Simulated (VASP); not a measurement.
# AlSi62 (a cell with a defect) in VASP: notebook

Runs on AlSi62 (a cell with a defect). Level: PBE+D3(BJ). Tasks: single point.

Everything below comes from runs of VASP 6.6.1. Logs are shortened: lines on timing, memory, paths and dates and some standing lists are left out, and cuts for length are marked.

## (1) The cell of the first run

The cell holds a defect, 63 atoms: a = 10.860 Å, b = 10.860 Å, c = 10.860 Å, α = 90.00°, β = 90.00°, γ = 90.00°.

## (2) Single point, PBE+D3(BJ)

Input file INCAR:

```
SYSTEM = AlSi62
PREC = Accurate
ENCUT = 520
EDIFF = 1E-6
ISMEAR = 0
SIGMA = 0.05
LREAL = Auto
LASPH = .True.
NELM = 60
ALGO = Normal
ISIF = 2
LWAVE = .False.
LCHARG = .False.
GGA = PE
IVDW = 12
NBANDS = 162
NELECT = 252.0
```

Input file KPOINTS:

```
Automatic mesh
0
Gamma
  1 1 1
  0 0 0
```

Input file POSCAR:

```
AlSi62
1.0
   10.8600000000      0.0000000000      0.0000000000
    0.0000000000     10.8600000000      0.0000000000
    0.0000000000      0.0000000000     10.8600000000
Si Al
62 1
Direct
    0.5022733362     -0.0036450207     -0.0022687765
    0.6246641917      0.1232674238      0.1240328457
    0.7517299502      0.2481617188     -0.0002974401
    0.8757164878      0.3744892589      0.1246729210
    0.7508375621      0.0006867531      0.2503167180
    0.8719797000      0.1308349409      0.3806153156
    0.0018059817     -0.0018703096      0.0009322915
    0.1247658151      0.1255140944      0.1267557141
    0.2521517309      0.2484438531      0.0009234521
    0.3769834669      0.3753116583      0.1230660288
    0.5077223306      0.4954110018     -0.0076605494
    0.6279894182      0.6222735559      0.1207543782
    0.7548219534      0.7426440812     -0.0075824956
    0.8749801582      0.8733123131      0.1231193489
    0.2506132687     -0.0003787809      0.2493205951
    0.3732267560      0.1254609594      0.3752099503
    0.4991116410      0.2484508411      0.2479183725
    0.6237875516      0.3734600489      0.3727066296
    0.7509347612      0.4993077301      0.2494745752
    0.8768140991      0.6264230158      0.3726923432
    0.4990719637     -0.0018701428      0.4982019760
    0.6237573248      0.1228890440      0.6231637429
    0.7460728816      0.2590446129      0.5088361451
    0.7509040511     -0.0003186638      0.7490198069
    0.8768038274      0.1228522922      0.8761872633
    0.0020819223      0.4984911661     -0.0002410762
    0.1270196832      0.6255964590      0.1240353936
    0.2539449818      0.7479324702     -0.0023029247
    0.3759866625      0.8742578065      0.1240701938
   -0.0009059038      0.2511405634      0.2524386651
    0.1193541231      0.3782838358      0.3806688070
    0.2495355991      0.4993651131      0.2503320246
    0.3758857636      0.6255292608      0.3729562256
    0.5022981672      0.7479325889      0.2461493151
    0.6246741995      0.8743613359      0.3729801217
   -0.0009155819      0.0026501819      0.5009176062
    0.1193860797      0.1308895861      0.6279635443
    0.2476302851      0.2511552171      0.5008908525
    0.3753956833      0.3744989139      0.6242683974
    0.5002817277      0.4985399090      0.4979357686
    0.6379903395      0.6122830496      0.6226618981
    0.7517379406      0.7499733923      0.4978926401
    0.8757353506      0.8748709455      0.6242623262
    0.2495836818      0.0006649848      0.7490888916
    0.3759286334      0.1232180456      0.8753169578
    0.5003122375      0.2481294297      0.7482838493
    0.6380248967      0.3729471666      0.8620178069
    0.8773626836      0.6123908646      0.8622036969
    0.0018187793      0.7511220863      0.2479212597
    0.1247696219      0.8770388516      0.3752283109
   -0.0089162799      0.5041470504      0.5089905123
    0.1273970979      0.6264885049      0.6231757715
    0.2521366703      0.7511798772      0.4981433198
    0.3769244159      0.8733072818      0.6250356658
   -0.0088544309      0.2590891675      0.7538792764
    0.1273768414      0.3734571872      0.8761918735
    0.2505671899      0.4993175813      0.7490240442
    0.3793132762      0.6222422676      0.8719905097
    0.5076434405      0.7425939905      0.7451681606
    0.6279530185      0.8709744130      0.8720186579
    0.0021246092      0.7499682402      0.7482651180
    0.1270565885      0.8743441586      0.8753585151
    0.8369919960      0.4129891760      0.6628945705
```

Potentials or basis: VASP PAW PBE potentials, release 64 (Si, Al).

Run with:

```bash
cat potpaw_PBE.64/Si/POTCAR potpaw_PBE.64/Al/POTCAR > POTCAR
mpirun -np 1 vasp_gam > vasp.out
```

OUTCAR:

```text
SYSTEM = AlSi62
   PREC = Accurate
   ENCUT = 520
   EDIFF = 1E-6
   ISMEAR = 0
   LREAL = Auto
   LASPH = .True.
   NELM = 60
   ISIF = 2
   GGA = PE
   IVDW = 12
   NELECT = 252.0
 IVDW          = 12

 ion  position               nearest neighbor table
   1  0.502  0.996  0.998-  29 2.35   2 2.36  45 2.36  60 2.36
   2  0.625  0.123  0.124-  17 2.35   5 2.35   1 2.36   3 2.36
   3  0.752  0.248  1.000-  25 2.34   4 2.35   2 2.36  47 2.37
   4  0.876  0.374  0.125-  19 2.35  30 2.35  26 2.35   3 2.35
   5  0.751  0.001  0.250-   2 2.35  35 2.35  14 2.37   6 2.39
   6  0.872  0.131  0.381-  36 2.36  30 2.36   5 2.39  23 2.40
[... 54 lines left out ...]
  61  0.002  0.750  0.748-  52 2.34  43 2.35  62 2.36  48 2.37
  62  0.127  0.874  0.875-   7 2.35  44 2.35  28 2.36  61 2.36
  63  0.837  0.413  0.663-  23 2.56  55 2.56  51 2.56  47 3.09  41 3.09  48 3.09

  LATTYP: Found a simple cubic cell.
 ALAT       =    10.8600000000

  Lattice vectors:

 A1 = (  10.8600000000,   0.0000000000,   0.0000000000)
 A2 = (   0.0000000000,  10.8600000000,   0.0000000000)
 A3 = (   0.0000000000,   0.0000000000,  10.8600000000)

Analysis of symmetry for initial positions (statically):
=====================================================================
 Subroutine PRICEL returns:
 Original cell was already a primitive cell.

 Routine SETGRP: Setting up the symmetry group for a
 simple cubic supercell.

 Subroutine GETGRP returns: Found  1 space group operations
 (whereof  1 operations were pure point group operations)
 out of a pool of 48 trial point group operations.

The static configuration has the point symmetry C_1 .

Analysis of symmetry for dynamics (positions and initial velocities):
=====================================================================
 Subroutine PRICEL returns:
 Original cell was already a primitive cell.

 Routine SETGRP: Setting up the symmetry group for a
 simple cubic supercell.

 Subroutine GETGRP returns: Found  1 space group operations
 (whereof  1 operations were pure point group operations)
 out of a pool of 48 trial point group operations.

The dynamic configuration has the point symmetry C_1 .

 Subroutine INISYM returns: Found  1 space group operations
 (whereof  1 operations are pure point group operations),
 and found     1 'primitive' translations

----------------------------------------------------------------------------------------

                                     Primitive cell

  volume of cell :    1280.8241

  direct lattice vectors                    reciprocal lattice vectors
    10.860000000  0.000000000  0.000000000     0.092081031  0.000000000  0.000000000
     0.000000000 10.860000000  0.000000000     0.000000000  0.092081031  0.000000000
     0.000000000  0.000000000 10.860000000     0.000000000  0.000000000  0.092081031

  length of vectors
    10.860000000 10.860000000 10.860000000     0.092081031  0.092081031  0.092081031

  position of ions in fractional coordinates (direct lattice)
     0.502273336  0.996354979  0.997731223
     0.624664192  0.123267424  0.124032846
     0.751729950  0.248161719  0.999702560
     0.875716488  0.374489259  0.124672921
     0.750837562  0.000686753  0.250316718
     0.871979700  0.130834941  0.380615316
[... 55 lines left out ...]
     0.127056588  0.874344159  0.875358515
     0.836991996  0.412989176  0.662894571

  ion indices of the primitive-cell ions
   primitive index   ion index
                 1           1
                 2           2
                 3           3
                 4           4
                 5           5
                 6           6
[... 55 lines left out ...]
                62          62
                63          63

----------------------------------------------------------------------------------------

 KPOINTS: Automatic mesh

Automatic generation of k-mesh.
 Grid dimensions read from file:
 generate k-points for:    1    1    1

 Generating k-lattice:

  Cartesian coordinates                     Fractional coordinates (reciprocal lattice)
[... 43 lines left out ...]
   NELECT =     252.0000    total number of electrons
   NUPDOWN=      -1.0000    fix difference up-down
   EMIN   =  10.00;   EMAX   =-10.00  energy-range for DOS
   EFERMI =   0.00;   METHOD = LEGACY
   ISMEAR =     0;   SIGMA  =   0.05  broadening in eV -4-tet -1-fermi 0-gaus
   EFERMI_NEDOS =   21; number of points for ismear=-14 and -15
   IALGO  =     38    algorithm
   IMIX   =      4    mixing-type and parameters
     AMIX     =   0.40;   BMIX     =  1.00
     AMIX_MAG =   1.60;   BMIX_MAG =  1.00
  volume/ion in A,a.u.               =      20.33       137.20
  Fermi-wavevector in a.u.,A,eV,Ry     =   0.952164  1.799329 12.335269  0.906617
  Thomas-Fermi vector in A             =   2.080702
   LORBIT       =      0    0 simple, 1 ext, 2 COOP (PROOUT), +10 PAW based schemes
   GGA     = PE    functional components
   LHFCALC =     F    Hartree Fock is set to
   AEXX    =    0.0000 exact exchange contribution
   IVDW    =    12    specifies the selected vdW correction
   LEPSILON=     F    determine dielectric tensor
   LRPA    =     F    only Hartree local field effects (RPA)
 non-spin polarized calculation
 Gauss-broadening in eV      SIGMA  =   0.05
  energy-cutoff  :      520.00
  volume of cell :     1280.82
 maximum number of plane-waves:     17229
 NGX is ok and might be reduce to    84
   NGX = 41   NGY = 41   NGZ = 41

 number of electron     251.9999997 magnetization

 Free energy of the ion-electron system (eV)
  ---------------------------------------------------
  ext. energy  EPLUGINS =         0.00000000
  ---------------------------------------------------
  free energy    TOTEN  =      -324.79078818 eV

  energy without entropy =     -324.73436959  energy(sigma->0) =     -324.76257889

 E-fermi :   6.2496     XC(G=0):  -9.3548

 val. band max:        6.2492926993   @ k =   0.0000   0.0000   0.0000
 cond. band min:       6.2499842283   @ k =   0.0000   0.0000   0.0000
 fundamental gap:      0.0006915290
 Fermi energy:         6.2496381541

 k-point     1 :       0.0000    0.0000    0.0000
  band No.  band energies     occupation
      1      -6.1958      2.00000
      2      -5.1533      2.00000
      3      -5.1528      2.00000
      4      -5.1461      2.00000
      5      -5.1453      2.00000
      6      -5.0841      2.00000
[... 130 lines left out ...]
    137       6.9078      0.00000
    138       6.9079      0.00000
 [bands above 138 left out]

------------------------ aborting loop because EDIFF is reached ----------------------------------------

 Edisp (eV)  -19.74892

 E6    (eV) :   -11.5512

 E8    (eV) :    -8.1977

  FORCE on cell =-STRESS in cart. coord.  units (eV):
  Direction    XX          YY          ZZ          XY          YZ          ZX
  --------------------------------------------------------------------------------------
  -------------------------------------------------------------------------------------
  Total       3.97779     3.99646     4.00655     5.44977    -5.45072     5.45933
  in kB       4.97579     4.99916     5.01177     6.81710    -6.81828     6.82905
  external pressure =        5.00 kB  Pullay stress =        0.00 kB

 VOLUME and BASIS-vectors are now :
 -----------------------------------------------------------------------------
  energy-cutoff  :      520.00
  volume of cell :     1280.82
      direct lattice vectors                 reciprocal lattice vectors
    10.860000000  0.000000000  0.000000000     0.092081031  0.000000000  0.000000000
     0.000000000 10.860000000  0.000000000     0.000000000  0.092081031  0.000000000
     0.000000000  0.000000000 10.860000000     0.000000000  0.000000000  0.092081031

 POSITION                                       TOTAL-FORCE (eV/Angst)
 -----------------------------------------------------------------------------------
      5.45469     10.82042     10.83536        -0.000373     -0.002154     -0.002572
      6.78385      1.33868      1.34700        -0.002823     -0.000876     -0.000955
      8.16379      2.69504     10.85677         0.000071     -0.001598     -0.001581
      9.51028      4.06695      1.35395         0.001282     -0.000572      0.000584
      8.15410      0.00746      2.71844         0.000516     -0.001679      0.008580
      9.46970      1.42087      4.13348         0.001763      0.002105      0.000793
[... 55 lines left out ...]
      1.37983      9.49538      9.50639         0.000750     -0.002818     -0.001380
      9.08973      4.48506      7.19904         0.002172      0.007443      0.003482
 -----------------------------------------------------------------------------------
    total drift:                                0.014833     -0.022255     -0.015054

  FREE ENERGIE OF THE ION-ELECTRON SYSTEM (eV)
  ---------------------------------------------------
  free  energy   TOTEN  =      -344.5397121575 eV

  energy  without entropy=     -344.4832935753  energy(sigma->0) =     -344.51150287
```

It took 3.6 min on 1 thread of AMD EPYC 9R45 (Zen 5), shared host; peak memory 0.98 GiB.

Results:

- Free energy: -344.5397 eV
- Largest force: 0.011 eV/Å
- Dispersion energy per atom: -0.313 eV

Forces on the atoms (eV/Å):
```
Si   0.000 -0.002 -0.003
Si  -0.003 -0.001 -0.001
Si   0.000 -0.002 -0.002
Si   0.001 -0.001  0.001
Si   0.001 -0.002  0.009
Si   0.002  0.002  0.001
Si  -0.001  0.002 -0.003
Si   0.001 -0.003  0.002
Si  -0.005  0.005 -0.004
Si   0.000 -0.002 -0.001
Si  -0.004  0.005  0.000
Si   0.001 -0.001  0.004
Si  -0.004  0.000 -0.004
Si   0.001 -0.001 -0.002
Si   0.001  0.000  0.002
Si  -0.002 -0.002 -0.001
Si   0.001  0.001  0.002
Si   0.002 -0.002 -0.006
Si  -0.002  0.001  0.001
Si   0.001 -0.002 -0.004
Si   0.000  0.002 -0.002
Si   0.004 -0.003  0.001
Si  -0.005 -0.003 -0.005
Si  -0.001  0.000  0.005
Si   0.000 -0.001 -0.002
Si   0.002  0.003 -0.004
Si   0.001  0.002 -0.002
Si   0.000  0.003 -0.001
Si  -0.001  0.000 -0.001
Si   0.000  0.002  0.001
Si  -0.002 -0.001  0.002
Si   0.001 -0.002  0.006
Si   0.003  0.001 -0.002
Si  -0.001  0.001  0.000
Si   0.002 -0.003 -0.002
Si  -0.001  0.000  0.000
Si  -0.002  0.002 -0.001
Si  -0.002  0.003  0.000
Si  -0.001 -0.001  0.000
Si  -0.002  0.004 -0.003
Si  -0.001  0.004 -0.003
Si  -0.005  0.002 -0.002
Si   0.001  0.001  0.000
Si  -0.002  0.000  0.002
Si   0.001 -0.003  0.002
Si   0.000  0.002  0.003
Si  -0.001 -0.005  0.000
Si   0.004  0.001 -0.003
Si   0.000 -0.001  0.002
Si   0.001  0.001 -0.002
Si   0.007  0.004 -0.007
Si   0.000 -0.003  0.000
Si  -0.004 -0.002  0.001
Si   0.003 -0.002  0.001
Si   0.004 -0.003  0.009
Si   0.001 -0.003  0.000
Si   0.000  0.001  0.004
Si  -0.005 -0.003  0.002
Si   0.003 -0.001  0.001
Si   0.003  0.005  0.000
Si   0.000 -0.001  0.007
Si   0.001 -0.003 -0.001
Al   0.002  0.007  0.003
```

Caveat: the k points lie up to 0.58 Å⁻¹ apart; the cell carries a net charge on a neutralising background, which shifts energy and pressure; the cell is charged against a uniform background, so pressure and absolute levels hang on convention.

## (3) Single point, PBE+D3(BJ)

Input file INCAR:

```
ALGO = Normal
EDIFF = 1E-7
ENCUT = 520
GGA = PE
ISIF = 2
ISMEAR = 0
IVDW = 12
LASPH = True
LCHARG = True
LELF = True
LREAL = Auto
LVHAR = True
LWAVE = False
NBANDS = 162
NELECT = 252.0
NELM = 80
PREC = Accurate
SIGMA = 0.05
```

Input file KPOINTS:

```
k-points
0
Gamma
  1 1 1
```

Input file POSCAR:

```
AlSi62
1.0
   10.8600000000      0.0000000000      0.0000000000
    0.0000000000     10.8600000000      0.0000000000
    0.0000000000      0.0000000000     10.8600000000
Si Al
62 1
Direct
    0.5006279772     -0.0020972633     -0.0006279772
    0.6234434297      0.1237969898      0.1267973636
    0.7485750479      0.2483744731      0.0020533429
    0.8744656365      0.3755343635      0.1252163464
    0.7502803132      0.0016494493      0.2516494493
    0.8706100737      0.1321612869      0.3821612869
    0.0005919452      0.0005395255      0.0017669834
    0.1230966447      0.1269033553      0.1284730121
    0.2494604745      0.2494080548      0.0017669834
    0.3756119694      0.3756763331      0.1243880306
    0.5058452493      0.4966666434     -0.0058452493
    0.6262666516      0.6237333484      0.1222642500
    0.7533333566      0.7441547507     -0.0058452493
    0.8743236669      0.8743880306      0.1243880306
    0.2494354146      0.0005645854      0.2505645854
    0.3715269879      0.1269033553      0.3769033553
    0.4982330166      0.2494080548      0.2505395255
    0.6231814286      0.3763735674      0.3748701427
    0.7496335171      0.5003664829      0.2499867746
    0.8736264326      0.6268185714      0.3748701427
    0.4982330166      0.0005395255      0.4994080548
    0.6231814286      0.1248701427      0.6263735674
    0.7480621481      0.2623758051      0.5123758051
    0.7496335171     -0.0000132254      0.7503664829
    0.8736264326      0.1248701427      0.8768185714
    0.0016255269      0.5014249521      0.0020533429
    0.1262030102      0.6265565703      0.1267973636
    0.2520972633      0.7493720228     -0.0006279772
    0.3747656346      0.8752343654      0.1252343654
   -0.0025569850      0.2525569850      0.2538503772
    0.1178387131      0.3793899263      0.3821612869
    0.2483505507      0.4997196868      0.2516494493
    0.3732026364      0.6265565703      0.3737969898
    0.5006279772      0.7493720228      0.2479027367
    0.6234434297      0.8767973636      0.3737969898
   -0.0025569850      0.0038503772      0.5025569850
    0.1178387131      0.1321612869      0.6293899263
    0.2461496228      0.2525569850      0.5025569850
    0.3747836536      0.3755343635      0.6255343635
    0.4979466571      0.5014249521      0.4983744731
    0.6339680194      0.6160319806      0.6205062267
    0.7485750479      0.7520533429      0.4983744731
    0.8744656365      0.8752163464      0.6255343635
    0.2483505507      0.0016494493      0.7497196868
    0.3732026364      0.1237969898      0.8765565703
    0.4979466571      0.2483744731      0.7514249521
    0.6339680194      0.3705062267      0.8660319806
    0.8794937733      0.6160319806      0.8660319806
    0.0005919452      0.7517669834      0.2505395255
    0.1230966447      0.8784730121      0.3769033553
   -0.0123758051      0.5019378519      0.5123758051
    0.1251298573      0.6268185714      0.6263735674
    0.2494604745      0.7517669834      0.4994080548
    0.3756119694      0.8743880306      0.6256763331
   -0.0123758051      0.2623758051      0.7519378519
    0.1251298573      0.3763735674      0.8768185714
    0.2500132254      0.5003664829      0.7503664829
    0.3777357500      0.6237333484      0.8737333484
    0.5058452493      0.7441547507      0.7466666434
    0.6262666516      0.8722642500      0.8737333484
    0.0016255269      0.7520533429      0.7514249521
    0.1262030102      0.8767973636      0.8765565703
    0.7884059120      0.4615940880      0.7115940880
```

Potentials or basis: VASP PAW PBE potentials, release 64 (Si, Al).

Run with:

```bash
cat potpaw_PBE.64/Si/POTCAR potpaw_PBE.64/Al/POTCAR > POTCAR
mpirun -np 1 vasp_gam > vasp.out
```

It took 3.7 min on 1 thread of AMD EPYC 9R45 (Zen 5), shared host; peak memory 0.99 GiB.

The run converged. Its results:

| Property | Result |
| --- | --- |
| Free energy | -344.5390 eV |
| Largest force | 0.035 eV/Å |
| Dispersion energy per atom | -0.313 eV |

Forces on the atoms (eV/Å):
```
Si  -0.006 -0.001  0.006
Si   0.006 -0.001 -0.003
Si  -0.002  0.000  0.009
Si  -0.001  0.001 -0.002
Si  -0.008  0.000  0.000
Si   0.003  0.006  0.006
Si   0.002  0.002 -0.004
Si   0.003 -0.003  0.004
Si  -0.002 -0.002 -0.004
Si   0.007 -0.003 -0.007
Si   0.008  0.001 -0.008
Si   0.003 -0.003  0.002
Si  -0.001 -0.008 -0.008
Si   0.003 -0.007 -0.007
Si  -0.002  0.002  0.002
Si  -0.004 -0.003 -0.003
Si   0.004 -0.002  0.002
Si   0.012 -0.003  0.003
Si  -0.002  0.002  0.001
Si   0.003 -0.012  0.003
Si   0.004  0.002 -0.002
Si   0.012  0.003 -0.003
Si  -0.012  0.008  0.008
Si  -0.002  0.001  0.002
Si   0.003  0.003 -0.012
Si   0.000  0.002  0.009
Si   0.001 -0.006 -0.003
Si   0.001  0.006  0.006
Si   0.004 -0.004 -0.004
Si  -0.004  0.004  0.000
Si  -0.006 -0.003  0.006
Si   0.000  0.008  0.000
Si   0.003 -0.006 -0.001
Si  -0.006  0.006 -0.001
Si   0.006 -0.003 -0.001
Si  -0.004  0.000  0.004
Si  -0.006  0.006 -0.003
Si   0.000  0.004  0.004
Si   0.002  0.001  0.001
Si  -0.009  0.002  0.000
Si   0.020 -0.020  0.021
Si  -0.002  0.009  0.000
Si  -0.001 -0.002  0.001
Si   0.000  0.000  0.008
Si   0.003 -0.001 -0.006
Si  -0.009  0.000  0.002
Si   0.020  0.021 -0.020
Si  -0.021 -0.020 -0.020
Si   0.002 -0.004  0.002
Si   0.003  0.004 -0.003
Si  -0.008  0.012  0.008
Si  -0.003 -0.012 -0.003
Si  -0.002 -0.004 -0.002
Si   0.007 -0.007 -0.003
Si  -0.008  0.008  0.012
Si  -0.003 -0.003 -0.012
Si  -0.001  0.002  0.002
Si  -0.002 -0.003 -0.003
Si   0.008 -0.008  0.001
Si   0.003  0.002 -0.003
Si   0.000  0.009  0.002
Si   0.001 -0.003 -0.006
Al  -0.013  0.013  0.013
```

Levels at points of the mesh, in eV from the Fermi level:
| k point | band 125 | band 126 | band 127 | band 128 | band 129 | band 130 |
| --- | --- | --- | --- | --- | --- | --- |
| (0.00, 0.00, 0.00) | -0.71 | 0.00 | 0.00 | 0.16 | 0.16 | 0.22 |

Caveat: the k points lie up to 0.58 Å⁻¹ apart; the cell carries a net charge on a neutralising background, which shifts energy and pressure; the cell is charged against a uniform background, so pressure and absolute levels hang on convention.
